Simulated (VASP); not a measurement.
# GaSb3 (Fm-3m) in VASP: notebook, part 2 of 2

VASP 6.6.1.

## 4. Single point, PBEsol (volume scaled by 1.04)

INCAR reads:

```
SYSTEM = GaSb3
PREC     = Accurate       ! precision mode
ENCUT    = 520            ! plane-wave cutoff, eV
EDIFF    = 1E-6           ! SCF threshold, eV
ISMEAR   = -1             ! smearing method
SIGMA    = 0.05           ! smearing width, eV
LREAL    = .False.        ! projectors in reciprocal space
LASPH    = .True.         ! aspherical terms in the spheres
NELM     = 60             ! most SCF steps
ALGO     = Normal         ! electronic algorithm
ISIF     = 2              ! what is computed and relaxed
LWAVE    = .False.        ! write WAVECAR
LCHARG   = .True.         ! write CHGCAR
GGA      = PS             ! functional
LELF     = .True.         ! ELF
LVHAR    = .True.       
NBANDS   = 22             ! bands
```

KPOINTS reads:

```
Automatic mesh
0
Gamma
  6 6 6
  0 0 0
```

POSCAR reads:

```
GaSb3
1.0
    0.0000000000      3.7796874061      3.7796874061
    3.7796874061      0.0000000000      3.7796874061
    3.7796874061      3.7796874061      0.0000000000
Sb Ga
3 1
Direct
    0.5000000000      0.5000000000      0.5000000000
    0.7500000000      0.7500000000      0.7500000000
    0.2500000000      0.2500000000      0.2500000000
    0.0000000000      0.0000000000      0.0000000000
```

Potentials or basis: VASP PAW PBE potentials, release 64 (Sb, Ga_d).

Command:

```console
> cat potpaw_PBE.64/Sb/POTCAR potpaw_PBE.64/Ga_d/POTCAR > POTCAR
> mpirun -np 1 vasp_std > vasp.out
```

OUTCAR:

```text
SYSTEM = GaSb3
   PREC = Accurate
   ENCUT = 520
   EDIFF = 1E-6
   ISMEAR = -1
   LREAL = .False.
   LASPH = .True.
   NELM = 60
   ISIF = 2
   GGA = PS

 ion  position               nearest neighbor table
   1  0.500  0.500  0.500-   2 3.27   3 3.27   3 3.27   3 3.27   3 3.27   2 3.27   2 3.27   2 3.27

   2  0.750  0.750  0.750-   1 3.27   4 3.27   1 3.27   1 3.27   1 3.27   4 3.27   4 3.27   4 3.27
                             3 3.78   3 3.78   3 3.78   3 3.78   3 3.78   3 3.78
   3  0.250  0.250  0.250-   1 3.27   4 3.27   4 3.27   4 3.27   4 3.27   1 3.27   1 3.27   1 3.27
                             2 3.78   2 3.78   2 3.78   2 3.78   2 3.78   2 3.78
   4  0.000  0.000  0.000-   2 3.27   3 3.27   2 3.27   2 3.27   2 3.27   3 3.27   3 3.27   3 3.27

  LATTYP: Found a face centered cubic cell.
 ALAT       =     7.5593748122

  Lattice vectors:

 A1 = (   0.0000000000,   3.7796874061,   3.7796874061)
 A2 = (   3.7796874061,   0.0000000000,   3.7796874061)
 A3 = (   3.7796874061,   3.7796874061,   0.0000000000)

Analysis of symmetry for initial positions (statically):
=====================================================================
 Subroutine PRICEL returns:
 Original cell was already a primitive cell.
[... 165 lines left out ...]

 val. band max:        6.9515029896   @ k =   0.5000   0.3333   0.0000
 cond. band min:       7.0172792388   @ k =  -0.1667   0.1667   0.0000
 fundamental gap:      0.0657762492
 Fermi energy:         6.9753828571

 k-point     1 :       0.0000    0.0000    0.0000
  band No.  band energies     occupation
      1      -7.9357      2.00000
      2      -7.9357      2.00000
      3      -7.9357      2.00000
      4      -7.9249      2.00000
      5      -7.9249      2.00000
      6      -5.3039      2.00000
[... 389 lines left out ...]
     21      11.0409      0.00000
     22      13.8893      0.00000

------------------------ aborting loop because EDIFF is reached ----------------------------------------

  FORCE on cell =-STRESS in cart. coord.  units (eV):
  Direction    XX          YY          ZZ          XY          YZ          ZX
  --------------------------------------------------------------------------------------
  -------------------------------------------------------------------------------------
  Total       -3.3767357     -3.3767357     -3.3767357      0.0000000      0.0000000     -0.0000000
  in kB      -50.0968023    -50.0968023    -50.0968023      0.0000000      0.0000000     -0.0000000
  external PRESSURE =     -50.0968023 kB  Pullay stress =       0.0000000 kB

 VOLUME and BASIS-vectors are now :
 -----------------------------------------------------------------------------
  energy-cutoff  :      520.00
  volume of cell :      107.99
      direct lattice vectors                 reciprocal lattice vectors
     0.000000000  3.779687406  3.779687406    -0.132286072  0.132286072  0.132286072
     3.779687406  0.000000000  3.779687406     0.132286072 -0.132286072  0.132286072
     3.779687406  3.779687406  0.000000000     0.132286072  0.132286072 -0.132286072

 POSITION                                       TOTAL-FORCE (eV/Angst)
 -----------------------------------------------------------------------------------
      3.77969      3.77969      3.77969        -0.000000     -0.000000     -0.000000
      5.66953      5.66953      5.66953        -0.000000     -0.000000     -0.000000
      1.88984      1.88984      1.88984         0.000000      0.000000      0.000000
      0.00000      0.00000      0.00000        -0.000000     -0.000000     -0.000000
 -----------------------------------------------------------------------------------
    total drift:                               -0.000000      0.000000      0.000000

  FREE ENERGIE OF THE ION-ELECTRON SYSTEM (eV)
  ---------------------------------------------------
  free  energy   TOTEN  =       -16.1145113626 eV

  energy  without entropy=      -16.0809741461  energy(sigma->0) =      -16.09774275
```

OSZICAR:

```text
N       E                     dE             d eps       ncg     rms          rms(c)
DAV:   1     0.148735669411E+03    0.14874E+03   -0.11623E+04   728   0.133E+03
DAV:   2    -0.105281035957E+01   -0.14979E+03   -0.14418E+03   796   0.306E+02
DAV:   3    -0.157241700153E+02   -0.14671E+02   -0.14205E+02   866   0.797E+01
DAV:   4    -0.161500876450E+02   -0.42592E+00   -0.42459E+00   764   0.144E+01
DAV:   5    -0.161605425638E+02   -0.10455E-01   -0.10453E-01   918   0.231E+00    0.286E+00
DAV:   6    -0.161251321412E+02    0.35410E-01   -0.59763E-02   906   0.242E+00    0.155E+00
DAV:   7    -0.161150169798E+02    0.10115E-01   -0.24933E-02   854   0.105E+00    0.217E-01
DAV:   8    -0.161145042723E+02    0.51271E-03   -0.20719E-03   806   0.413E-01    0.745E-02
DAV:   9    -0.161145116783E+02   -0.74060E-05   -0.15390E-04   848   0.767E-02    0.228E-02
DAV:  10    -0.161145116740E+02    0.42705E-08   -0.11893E-05   844   0.343E-02    0.432E-03
DAV:  11    -0.161145113626E+02    0.31144E-06   -0.10198E-06   530   0.705E-03
   1 F= -.16114511E+02 E0= -.16097743E+02  d E =-.335372E-01
```

stdout:

```text
POSCAR found type information on POSCAR SbGa
 POSCAR found :  2 types and       4 ions
 scaLAPACK will be used
 -----------------------------------------------------------------------------
|                                                                             |
|                                                                             |
|     You enforced a specific xc type in the INCAR file but a different       |
|     I HOPE YOU KNOW WHAT YOU ARE DOING!                                     |
|                                                                             |
 -----------------------------------------------------------------------------

 LDA part: xc-table for (Slater+PW92), standard interpolation
 POSCAR, INCAR and KPOINTS ok, starting setup
 FFT: planning ... GRIDC
 FFT: planning ... GRID_SOFT
 FFT: planning ... GRID
 WAVECAR not read
 entering main loop
```

Wall time 62 s (1 thread of AMD EPYC 7R43 (Zen 3), shared host); peak memory 0.21 GiB.

Results:

| Item | Value |
| --- | --- |
| Free energy | -16.1145 eV |
| Pressure | -5.0 GPa |
| Band gap on the k mesh | zero (band 14 reaches 8.07 eV, above the bottom of band 15 at 4.58 eV) |

Caveat: the cell differs from its parent crystal (volume scaled by 1.04); the PAW data sets were made with another functional, which shifts forces and pressure a little; spin-orbit coupling is left out, which moves the levels of the heavy elements.

## 5. Single point, PBEsol

This run uses another cell than the first one, of 25.96 Å³/atom, 1.064 times its volume.

INCAR reads:

```
SYSTEM = GaSb3
PREC     = Accurate       ! precision mode
ENCUT    = 520            ! plane-wave cutoff, eV
EDIFF    = 1E-6           ! SCF threshold, eV
ISMEAR   = -1             ! smearing method
SIGMA    = 0.05           ! smearing width, eV
LREAL    = .FALSE.        ! projectors in reciprocal space
LASPH    = .TRUE.         ! aspherical terms in the spheres
NELM     = 80             ! most SCF steps
ALGO     = Normal         ! electronic algorithm
ISIF     = 2              ! what is computed and relaxed
LWAVE    = .FALSE.        ! write WAVECAR
LCHARG   = .TRUE.         ! write CHGCAR
GGA      = PS             ! functional
LELF     = .TRUE.         ! ELF
LVHAR    = .TRUE.       
NBANDS   = 22             ! bands
```

KPOINTS reads:

```
regular mesh
0
G
  6 6 6
  0 0 0
```

POSCAR reads:

```
GaSb3
1.0
    0.0000000000      3.7305950000      3.7305950000
    3.7305950000      0.0000000000      3.7305950000
    3.7305950000      3.7305950000      0.0000000000
Sb Ga
3 1
Direct
    0.5000000000      0.5000000000      0.5000000000
    0.7500000000      0.7500000000      0.7500000000
    0.2500000000      0.2500000000      0.2500000000
    0.0000000000      0.0000000000      0.0000000000
```

Potentials or basis: VASP PAW PBE potentials, release 64 (Sb, Ga_d).

Command:

```console
> cat potpaw_PBE.64/Sb/POTCAR potpaw_PBE.64/Ga_d/POTCAR > POTCAR
> mpirun -np 1 vasp_std > vasp.out
```

OUTCAR:

```text
SYSTEM = GaSb3
   PREC = Accurate
   ENCUT = 520
   EDIFF = 1E-6
   ISMEAR = -1
   LREAL = .FALSE.
   LASPH = .TRUE.
   NELM = 80
   ISIF = 2
   GGA = PS

 ion  position               nearest neighbor table
   1  0.500  0.500  0.500-   3 3.23   3 3.23   3 3.23   2 3.23   3 3.23   2 3.23   2 3.23   2 3.23

   2  0.750  0.750  0.750-   1 3.23   1 3.23   1 3.23   1 3.23   4 3.23   4 3.23   4 3.23   4 3.23
                             3 3.73   3 3.73   3 3.73   3 3.73   3 3.73   3 3.73
   3  0.250  0.250  0.250-   4 3.23   4 3.23   4 3.23   1 3.23   4 3.23   1 3.23   1 3.23   1 3.23
                             2 3.73   2 3.73   2 3.73   2 3.73   2 3.73   2 3.73
   4  0.000  0.000  0.000-   2 3.23   2 3.23   2 3.23   2 3.23   3 3.23   3 3.23   3 3.23   3 3.23

  LATTYP: Found a face centered cubic cell.
 ALAT       =     7.4611900000

  Lattice vectors:

 A1 = (   0.0000000000,   3.7305950000,   3.7305950000)
 A2 = (   3.7305950000,   0.0000000000,   3.7305950000)
 A3 = (   3.7305950000,   3.7305950000,   0.0000000000)

Analysis of symmetry for initial positions (statically):
=====================================================================
 Subroutine PRICEL returns:
 Original cell was already a primitive cell.
[... 165 lines left out ...]

 val. band max:        7.4316807002   @ k =   0.5000   0.1667   0.0000
 cond. band min:       7.4872882612   @ k =   0.3333   0.1667   0.0000
 fundamental gap:      0.0556075610
 Fermi energy:         7.4419558662

 k-point     1 :       0.0000    0.0000    0.0000
  band No.  band energies     occupation
      1      -7.4979      2.00000
      2      -7.4979      2.00000
      3      -7.4979      2.00000
      4      -7.4854      2.00000
      5      -7.4854      2.00000
      6      -5.1298      2.00000
[... 389 lines left out ...]
     21      11.6060      0.00000
     22      14.4224      0.00000

------------------------ aborting loop because EDIFF is reached ----------------------------------------

  FORCE on cell =-STRESS in cart. coord.  units (eV):
  Direction    XX          YY          ZZ          XY          YZ          ZX
  --------------------------------------------------------------------------------------
  -------------------------------------------------------------------------------------
  Total       -2.2500891     -2.2500891     -2.2500891      0.0000000     -0.0000000      0.0000000
  in kB      -34.7173044    -34.7173044    -34.7173044      0.0000000     -0.0000000      0.0000000
  external PRESSURE =     -34.7173044 kB  Pullay stress =       0.0000000 kB

 VOLUME and BASIS-vectors are now :
 -----------------------------------------------------------------------------
  energy-cutoff  :      520.00
  volume of cell :      103.84
      direct lattice vectors                 reciprocal lattice vectors
     0.000000000  3.730595000  3.730595000    -0.134026878  0.134026878  0.134026878
     3.730595000  0.000000000  3.730595000     0.134026878 -0.134026878  0.134026878
     3.730595000  3.730595000  0.000000000     0.134026878  0.134026878 -0.134026878

 POSITION                                       TOTAL-FORCE (eV/Angst)
 -----------------------------------------------------------------------------------
      3.73060      3.73060      3.73060        -0.000000      0.000000     -0.000000
      5.59589      5.59589      5.59589         0.000000      0.000000      0.000000
      1.86530      1.86530      1.86530         0.000000     -0.000000     -0.000000
      0.00000      0.00000      0.00000        -0.000000      0.000000     -0.000000
 -----------------------------------------------------------------------------------
    total drift:                               -0.000000      0.000000      0.000000

  FREE ENERGIE OF THE ION-ELECTRON SYSTEM (eV)
  ---------------------------------------------------
  free  energy   TOTEN  =       -16.2244401162 eV

  energy  without entropy=      -16.1881129655  energy(sigma->0) =      -16.20627654
```

OSZICAR:

```text
N       E                     dE             d eps       ncg     rms          rms(c)
DAV:   1     0.160090667793E+03    0.16009E+03   -0.11679E+04   736   0.135E+03
DAV:   2    -0.645707698288E+00   -0.16074E+03   -0.15469E+03   798   0.318E+02
DAV:   3    -0.158263909062E+02   -0.15181E+02   -0.14767E+02   864   0.818E+01
DAV:   4    -0.162607501508E+02   -0.43436E+00   -0.43090E+00   764   0.140E+01
DAV:   5    -0.162713185968E+02   -0.10568E-01   -0.10559E-01   912   0.229E+00    0.306E+00
DAV:   6    -0.162354457040E+02    0.35873E-01   -0.59141E-02   896   0.254E+00    0.168E+00
DAV:   7    -0.162249558534E+02    0.10490E-01   -0.24755E-02   888   0.109E+00    0.215E-01
DAV:   8    -0.162244378868E+02    0.51797E-03   -0.20295E-03   806   0.427E-01    0.731E-02
DAV:   9    -0.162244403420E+02   -0.24552E-05   -0.16085E-04   852   0.766E-02    0.249E-02
DAV:  10    -0.162244401870E+02    0.15503E-06   -0.10759E-05   802   0.311E-02    0.484E-03
DAV:  11    -0.162244401162E+02    0.70755E-07   -0.87372E-07   528   0.660E-03
   1 F= -.16224440E+02 E0= -.16206277E+02  d E =-.363272E-01
```

Run time: 15 s. Hardware: 1 thread of Intel Xeon 6975P-C (Granite Rapids), shared host; peak memory 0.24 GiB.

What came out:

| Property | Result |
| --- | --- |
| Free energy | -16.2244 eV |
| Pressure | -3.5 GPa |
| Band gap on the k mesh | zero (band 14 reaches 8.58 eV, above the bottom of band 15 at 4.93 eV) |

Caveat: the PAW data sets were made with another functional, which shifts forces and pressure a little; spin-orbit coupling is left out, which moves the levels of the heavy elements.

## 6. The runs side by side

```csv
cell,gap on the mesh (eV),pressure (GPa)
"a = 5.168 Å, angles 60.0°, 4 atoms",none,-0.4
"a = 5.311 Å, angles 60.0°, 4 atoms",none,-4.3
"a = 5.345 Å, angles 60.0°, 4 atoms",none,-5.0
"a = 5.276 Å, angles 60.0°, 4 atoms",none,-3.5
```

Alike in all rows: task single point; level PBEsol; potentials or basis VASP PAW PBE potentials, release 64 (Sb, Ga_d); no spin polarisation; k mesh 6 × 6 × 6; cutoff (eV) 520; smearing fermi-dirac 0.05 eV.

Caveats: the PAW data sets were made with another functional, which shifts forces and pressure a little; spin-orbit coupling is left out, which moves the levels of the heavy elements.

Total energies depend on the potentials used, so only differences within one code and one set of settings carry meaning.
